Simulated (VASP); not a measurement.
# Ge15Pt (F-43m) in VASP: single point with PBEsol

Aim: the single point of Ge15Pt with PBEsol.

All numbers are computed with VASP 6.6.1; they aren't measurements. Logs are shortened: lines on timing, memory, paths and dates and some standing lists are left out, and cuts for length are marked.

**1. The cell of the first run**

The structure is cubic, space group F-43m (No. 216). Conventional cell: a = 11.315 Å, b = 11.315 Å, c = 11.315 Å, α = 90.00°, β = 90.00°, γ = 90.00°. Within 3.2 Å of Pt (site symmetry -43m) lie 4 Ge at 2.40 Å. Within 3.2 Å of Ge (site symmetry 2mm) lie 4 Ge at 2.45 to 2.46 Å. Ge (site symmetry -43m) has 4 Ge at 2.46 Å within 3.2 Å. Within 3.2 Å of Ge (site symmetry 3m) lie 1 Pt at 2.40 Å and 3 Ge at 2.46 Å. Within 3.2 Å of Ge (site symmetry 3m) lie 4 Ge at 2.45 to 2.46 Å.

**2. Single point, PBEsol, collinear spin, zero start**

INCAR reads:

```
PREC     = Accurate       # precision mode
ENCUT    = 520            # plane-wave cutoff, eV
EDIFF    = 1E-7           # SCF threshold, eV
ISMEAR   = 0              # smearing method
SIGMA    = 0.05           # smearing width, eV
LREAL    = Auto         
LASPH    = True           # aspherical terms in the spheres
NELM     = 150            # most SCF steps
ALGO     = Normal         # electronic algorithm
ISIF     = 2              # what is computed and relaxed
LWAVE    = False          # write WAVECAR
LCHARG   = True           # write CHGCAR
ISPIN    = 2              # spin polarisation
MAGMOM   = 0 0 0 0 0 0 0 0 0 0 0 0 0 0 0 0 # initial moments
LORBIT   = 11             # projections on sites
LMAXMIX  = 4              # l up to which the mixer works
GGA      = PS             # functional
LELF     = True           # ELF
LVHAR    = True         
NBANDS   = 128            # bands
```

KPOINTS reads:

```
regular mesh
0
Gamma
  3 3 3
```

POSCAR reads:

```
Ge15Pt
1.0
    0.0000000000      5.6575400000      5.6575400000
    5.6575400000      0.0000000000      5.6575400000
    5.6575400000      5.6575400000      0.0000000000
Pt Ge
1 15
Direct
    1.0000000000      0.0000000000      0.0000000000
    0.0002878560      0.0002878560      0.4997121440
    0.0002878560      0.4997121440      0.0002878560
    0.0002878560      0.4997121440      0.4997121440
    0.4997121440      0.0002878560      0.0002878560
    0.4997121440      0.0002878560      0.4997121440
    0.4997121440      0.4997121440      0.0002878560
    0.5000000000      0.5000000000      0.5000000000
    0.1226655573      0.1226655573      0.1226655573
    0.1226655573      0.1226655573      0.6320033282
    0.1226655573      0.6320033282      0.1226655573
    0.1236602478      0.6254465841      0.6254465841
    0.6320033282      0.1226655573      0.1226655573
    0.6254465841      0.1236602478      0.6254465841
    0.6254465841      0.6254465841      0.1236602478
    0.6254465841      0.6254465841      0.6254465841
```

Potentials or basis: VASP PAW PBE potentials, release 64 (Pt, Ge_d).

Started as:

```sh
cat potpaw_PBE.64/Pt/POTCAR potpaw_PBE.64/Ge_d/POTCAR > POTCAR
mpirun -np 1 vasp_std > vasp.out
```

OUTCAR:

```text
PREC = Accurate
   ENCUT = 520
   EDIFF = 1E-7
   ISMEAR = 0
   LREAL = Auto
   LASPH = True
   NELM = 150
   ISIF = 2
   ISPIN = 2
   LORBIT = 11
   GGA = PS

 ion  position               nearest neighbor table
   1  0.000  0.000  0.000-  10 2.40  11 2.40  13 2.40   9 2.40
   2  0.000  0.000  0.500-  12 2.45  14 2.45   9 2.46  10 2.46
   3  0.000  0.500  0.000-  12 2.45  15 2.45   9 2.46  11 2.46
   4  0.000  0.500  0.500-  16 2.45  12 2.45  10 2.46  11 2.46
   5  0.500  0.000  0.000-  14 2.45  15 2.45   9 2.46  13 2.46
   6  0.500  0.000  0.500-  16 2.45  14 2.45  10 2.46  13 2.46
[... 8 lines left out ...]
  15  0.625  0.625  0.124-   3 2.45   5 2.45   7 2.45   8 2.46
  16  0.625  0.625  0.625-   4 2.45   6 2.45   7 2.45   8 2.46

  LATTYP: Found a face centered cubic cell.
 ALAT       =    11.3150800000

  Lattice vectors:

 A1 = (   0.0000000000,   5.6575400000,   5.6575400000)
 A2 = (   5.6575400000,   0.0000000000,   5.6575400000)
 A3 = (   5.6575400000,   5.6575400000,   0.0000000000)

Analysis of symmetry for initial positions (statically):
=====================================================================
 Subroutine PRICEL returns:
 Original cell was already a primitive cell.

 Routine SETGRP: Setting up the symmetry group for a
 face centered cubic supercell.

 Subroutine GETGRP returns: Found 24 space group operations
 (whereof 24 operations were pure point group operations)
 out of a pool of 48 trial point group operations.

The static configuration has the point symmetry T_d .

Analysis of symmetry for dynamics (positions and initial velocities):
=====================================================================
 Subroutine PRICEL returns:
 Original cell was already a primitive cell.

 Routine SETGRP: Setting up the symmetry group for a
 face centered cubic supercell.

 Subroutine GETGRP returns: Found 24 space group operations
 (whereof 24 operations were pure point group operations)
 out of a pool of 48 trial point group operations.

The dynamic configuration has the point symmetry T_d .

Analysis of structural, dynamic, and magnetic symmetry:
=====================================================================
 Subroutine PRICEL returns:
 Original cell was already a primitive cell.

 Routine SETGRP: Setting up the symmetry group for a
 face centered cubic supercell.

 Subroutine GETGRP returns: Found 24 space group operations
 (whereof 24 operations were pure point group operations)
 out of a pool of 48 trial point group operations.

The overall configuration has the point symmetry T_d .

 Subroutine INISYM returns: Found 24 space group operations
 (whereof 24 operations are pure point group operations),
 and found     1 'primitive' translations

----------------------------------------------------------------------------------------

                                     Primitive cell

  volume of cell :     362.1704

  direct lattice vectors                    reciprocal lattice vectors
     0.000000000  5.657540000  5.657540000    -0.088377634  0.088377634  0.088377634
     5.657540000  0.000000000  5.657540000     0.088377634 -0.088377634  0.088377634
     5.657540000  5.657540000  0.000000000     0.088377634  0.088377634 -0.088377634

  length of vectors
     8.000969798  8.000969798  8.000969798     0.153074553  0.153074553  0.153074553

  position of ions in fractional coordinates (direct lattice)
     0.000000000  0.000000000  0.000000000
     0.000287856  0.000287856  0.499712144
     0.000287856  0.499712144  0.000287856
     0.000287856  0.499712144  0.499712144
     0.499712144  0.000287856  0.000287856
     0.499712144  0.000287856  0.499712144
[... 8 lines left out ...]
     0.625446584  0.625446584  0.123660248
     0.625446584  0.625446584  0.625446584

  ion indices of the primitive-cell ions
   primitive index   ion index
                 1           1
                 2           2
                 3           3
                 4           4
                 5           5
                 6           6
[... 8 lines left out ...]
                15          15
                16          16

----------------------------------------------------------------------------------------

 KPOINTS: regular mesh

Automatic generation of k-mesh.
 Grid dimensions read from file:
 generate k-points for:    3    3    3

 Generating k-lattice:

  Cartesian coordinates                     Fractional coordinates (reciprocal lattice)
    -0.029459211  0.029459211  0.029459211     0.333333333  0.000000000  0.000000000
     0.029459211 -0.029459211  0.029459211     0.000000000  0.333333333  0.000000000
     0.029459211  0.029459211 -0.029459211     0.000000000  0.000000000  0.333333333

  Length of vectors
     0.051024851  0.051024851  0.051024851

  Shift w.r.t. Gamma in fractional coordinates (k-lattice)
     0.000000000  0.000000000  0.000000000

 Subroutine IBZKPT returns following result:
 ===========================================

 Found      4 irreducible k-points:

 Following reciprocal coordinates:
            Coordinates               Weight
  0.000000  0.000000  0.000000      1.000000
  0.333333  0.000000  0.000000      8.000000
  0.333333  0.333333  0.000000      6.000000
 -0.333333  0.333333  0.000000     12.000000
   k-points           NKPTS =      4   k-points in BZ     NKDIM =      4   number of bands    NBANDS=    128
   number of dos      NEDOS =    301   number of ions     NIONS =     16
   total plane-waves  NPLWV = 216000
   dimension x,y,z NGX =    60 NGY =   60 NGZ =   60
   dimension x,y,z NGXF=   120 NGYF=  120 NGZF=  120
   ions per type =               1  15
   NGX,Y,Z   is equivalent  to a cutoff of  12.47, 12.47, 12.47 a.u.
   NGXF,Y,Z  is equivalent  to a cutoff of  24.93, 24.93, 24.93 a.u.
 SYSTEM =  unknown system
   PREC   = accura    normal or accurate (medium, high low for compatibility)
   ISTART =      0    job   : 0-new  1-cont  2-samecut
   ICHARG =      2    charge: 1-file 2-atom 10-const
   ISPIN  =      2    spin polarized calculation?
   LNONCOLLINEAR =      F non collinear calculations
   LSORBIT =      F    spin-orbit coupling
   LASPH  =      T    aspherical Exc in radial PAW
   ENCUT  =  520.0 eV  38.22 Ry    6.18 a.u.  14.88 14.88 14.88*2*pi/ulx,y,z
   NELM   =    150;   NELMIN=  2; NELMDL= -5     # of ELM steps
   EDIFF  = 0.1E-06   stopping-criterion for ELM
   LREAL  =      T    real-space projection
   EDIFFG = 0.1E-05   stopping-criterion for IOM
   NSW    =      0    number of steps for IOM
   IBRION =     -1    ionic relax: 0-MD 1-quasi-New 2-CG
   NFREE  =      0    steps in history (QN), initial steepest desc. (CG)
   ISIF   =      2    stress and relaxation
   ISYM   =      2    0-nonsym 1-usesym 2-fastsym
   POTIM  = 0.5000    time-step for ionic-motion
   TEBEG  =    0.0;   TEEND  =   0.0 temperature during run
   PSTRESS=    0.0 pullay stress
   NELECT =     220.0000    total number of electrons
   NUPDOWN=      -1.0000    fix difference up-down
   EMIN   =  10.00;   EMAX   =-10.00  energy-range for DOS
   EFERMI =   0.00;   METHOD = LEGACY
   ISMEAR =     0;   SIGMA  =   0.05  broadening in eV -4-tet -1-fermi 0-gaus
   EFERMI_NEDOS =   21; number of points for ismear=-14 and -15
   IALGO  =     38    algorithm
   IMIX   =      4    mixing-type and parameters
     AMIX     =   0.40;   BMIX     =  1.00
     AMIX_MAG =   1.60;   BMIX_MAG =  1.00
  volume/ion in A,a.u.               =      22.64       152.75
  Fermi-wavevector in a.u.,A,eV,Ry     =   1.386473  2.620054 26.154581  1.922307
  Thomas-Fermi vector in A             =   2.510785
   LORBIT       =     11    0 simple, 1 ext, 2 COOP (PROOUT), +10 PAW based schemes
   GGA     = PS    functional components
   LHFCALC =     F    Hartree Fock is set to
   AEXX    =    0.0000 exact exchange contribution
   IVDW    =     0    specifies the selected vdW correction
   LEPSILON=     F    determine dielectric tensor
   LRPA    =     F    only Hartree local field effects (RPA)
 spin polarized calculation
 Gauss-broadening in eV      SIGMA  =   0.05
  energy-cutoff  :      520.00
  volume of cell :      362.17
 maximum number of plane-waves:      9765
   NGX = 29   NGY = 29   NGZ = 29

 number of electron     220.0000112 magnetization       0.0003298

 number of electron     220.0000112 magnetization      -0.0000095

 Free energy of the ion-electron system (eV)
  ---------------------------------------------------
  ext. energy  EPLUGINS =         0.00000000
  ---------------------------------------------------
  free energy    TOTEN  =       -80.72015833 eV

  energy without entropy =      -80.70725064  energy(sigma->0) =      -80.71370449

 E-fermi :   4.2933     XC(G=0): -10.1926

 val. band max:        4.1086671483   @ k =   0.3333   0.0000   0.0000
 cond. band min:       4.3147185304   @ k =   0.0000   0.0000   0.0000
 fundamental gap:      0.2060513821
 Fermi energy:         4.2932648085

 spin component 1

 k-point     1 :       0.0000    0.0000    0.0000
  band No.  band energies     occupation
      1     -19.9232      1.00000
      2     -19.9232      1.00000
      3     -19.9232      1.00000
      4     -19.8993      1.00000
      5     -19.8993      1.00000
      6     -19.8993      1.00000
[... 489 lines left out ...]
    121       8.1124      0.00000
    122       8.2259      0.00000
 Fermi energy:         4.2932648085

 spin component 2

 k-point     1 :       0.0000    0.0000    0.0000
  band No.  band energies     occupation
      1     -19.9232      1.00000
      2     -19.9232      1.00000
      3     -19.9232      1.00000
      4     -19.8993      1.00000
      5     -19.8993      1.00000
      6     -19.8993      1.00000
[... 489 lines left out ...]
    121       8.1124      0.00000
    122       8.2259      0.00000
 [bands above 122 left out]

------------------------ aborting loop because EDIFF is reached ----------------------------------------

  FORCE on cell =-STRESS in cart. coord.  units (eV):
  Direction    XX          YY          ZZ          XY          YZ          ZX
  --------------------------------------------------------------------------------------
  -------------------------------------------------------------------------------------
  Total        0.6481473      0.6481473      0.6481473     -0.0000000     -0.0000000     -0.0000000
  in kB        2.8672885      2.8672885      2.8672885     -0.0000000     -0.0000000     -0.0000000
  external PRESSURE =       2.8672885 kB  Pullay stress =       0.0000000 kB

 VOLUME and BASIS-vectors are now :
 -----------------------------------------------------------------------------
  energy-cutoff  :      520.00
  volume of cell :      362.17
      direct lattice vectors                 reciprocal lattice vectors
     0.000000000  5.657540000  5.657540000    -0.088377634  0.088377634  0.088377634
     5.657540000  0.000000000  5.657540000     0.088377634 -0.088377634  0.088377634
     5.657540000  5.657540000  0.000000000     0.088377634  0.088377634 -0.088377634

 POSITION                                       TOTAL-FORCE (eV/Angst)
 -----------------------------------------------------------------------------------
      0.00000      0.00000      0.00000        -0.000000     -0.000000      0.000000
      2.82877      2.82877      0.00326        -0.000000     -0.000000     -0.001636
      2.82877      0.00326      2.82877        -0.000000     -0.001636      0.000000
      5.65428      2.82877      2.82877         0.001636     -0.000000      0.000000
      0.00326      2.82877      2.82877        -0.001636     -0.000000      0.000000
      2.82877      5.65428      2.82877        -0.000000      0.001636      0.000000
[... 8 lines left out ...]
      4.23810      4.23810      7.07698         0.000075      0.000075     -0.000075
      7.07698      7.07698      7.07698        -0.000075     -0.000075     -0.000075
 -----------------------------------------------------------------------------------
    total drift:                               -0.000005     -0.000005     -0.000004

  FREE ENERGIE OF THE ION-ELECTRON SYSTEM (eV)
  ---------------------------------------------------
  free  energy   TOTEN  =       -80.7201583288 eV

  energy  without entropy=      -80.7072506449  energy(sigma->0) =      -80.71370449

 total charge

# of ion       s       p       d       tot
------------------------------------------
    1        0.781   0.495   8.190   9.466
    2        1.141   1.236  10.022  12.399
    3        1.141   1.236  10.022  12.399
    4        1.141   1.236  10.022  12.399
    5        1.141   1.236  10.022  12.399
    6        1.141   1.236  10.022  12.399
[... 8 lines left out ...]
   15        1.125   1.258  10.022  12.406
   16        1.125   1.258  10.022  12.406
--------------------------------------------------
tot         17.860  18.978 158.621 195.459

 magnetization (x)

# of ion       s       p       d       tot
------------------------------------------
    1        0.000  -0.000   0.000  -0.000
    2       -0.000  -0.000  -0.000  -0.000
    3       -0.000  -0.000  -0.000  -0.000
    4       -0.000  -0.000  -0.000  -0.000
    5       -0.000  -0.000  -0.000  -0.000
    6       -0.000  -0.000  -0.000  -0.000
[... 8 lines left out ...]
   15       -0.000  -0.000   0.000  -0.000
   16       -0.000  -0.000   0.000  -0.000
--------------------------------------------------
tot         -0.000  -0.000  -0.000  -0.000
```

It took 10 min on 1 thread of Intel Xeon Platinum 8488C (Sapphire Rapids), shared host; peak memory 0.78 GiB.

What came out:

```
Free energy                                           : -80.7202 eV
Pressure                                              : 0.3 GPa
Largest force                                         : 0.096 eV/Å
Band gap on the k mesh                                : zero (filled and empty bands overlap)
Net moment                                            : 0.00 μB per cell
Valence electrons inside the program's atomic spheres : Pt 9.47; Ge 12.40, 12.39, 12.41
```

Forces in eV/Å, atoms in the order of the input:
```
Pt   0.000  0.000  0.000
Ge   0.000  0.000 -0.002
Ge   0.000 -0.002  0.000
Ge   0.002  0.000  0.000
Ge  -0.002  0.000  0.000
Ge   0.000  0.002  0.000
Ge   0.000  0.000  0.002
Ge   0.000  0.000  0.000
Ge  -0.055 -0.055 -0.055
Ge   0.055  0.055 -0.055
Ge   0.055 -0.055  0.055
Ge   0.000  0.000  0.000
Ge  -0.055  0.055  0.055
Ge   0.000  0.000  0.000
Ge   0.000  0.000  0.000
Ge   0.000  0.000  0.000
```

Levels at points of the mesh, in eV from the Fermi level:
Spin up:
```
           k point  band 107  band 108  band 109  band 110  band 111  band 112  band 113  band 114
(0.00, 0.00, 0.00)      0.02      0.02      0.02      0.66      0.90      0.90      0.90      1.15
```
Spin down:
```
           k point  band 106  band 107  band 108  band 109  band 110  band 111  band 112  band 113  band 114  band 115
(0.00, 0.00, 0.00)     -0.59      0.02      0.02      0.02      0.66      0.90      0.90      0.90      1.15      1.72
```

Caveat: the PAW data sets were made with another functional, which shifts forces and pressure a little; spin-orbit coupling is left out, which moves the levels of the heavy elements.
